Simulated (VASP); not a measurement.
A run of VASP 6.6.1:

INCAR

```
SYSTEM = Se
PREC     = Accurate       ! precision mode
ENCUT    = 600            ! plane-wave cutoff, eV
EDIFF    = 1E-6           ! SCF threshold, eV
ISMEAR   = -1             ! smearing method
SIGMA    = 0.1            ! smearing width, eV
LREAL    = .FALSE.        ! projectors in reciprocal space
LASPH    = .TRUE.         ! aspherical terms in the spheres
NELM     = 60             ! most SCF steps
ALGO     = Normal         ! electronic algorithm
ISIF     = 3              ! what is computed and relaxed
LWAVE    = .FALSE.        ! write WAVECAR
LCHARG   = .FALSE.        ! write CHGCAR
GGA      = PE             ! functional
IBRION   = 2              ! ionic algorithm
NSW      = 80             ! ionic steps
EDIFFG   = -0.01          ! ionic threshold
```

Contents of KPOINTS:

```
Automatic mesh
0
G
  12 12 12
  0 0 0
```

File POSCAR:

```
Se
1.0
    0.0000000000      2.2175113317      2.2175113317
    2.2175113317      0.0000000000      2.2175113317
    2.2175113317      2.2175113317      0.0000000000
Se
1
Direct
    0.0000000000      0.0000000000      0.0000000000
```

Potentials or basis: VASP PAW PBE potentials, release 64 (Se).

Run with:

```console
$ cat potpaw_PBE.64/Se/POTCAR > POTCAR
$ mpirun -np 1 vasp_std > vasp.out
```

Hardware: 1 thread of Intel Xeon 8259CL, on a shared host.

Estimate the wall time of this run.

Run time: 37 s on 1 thread of Intel Xeon 8259CL, on a shared host, peak memory 0.16 GiB. Counts: scf iterations 20, k points 72, ion steps 3.
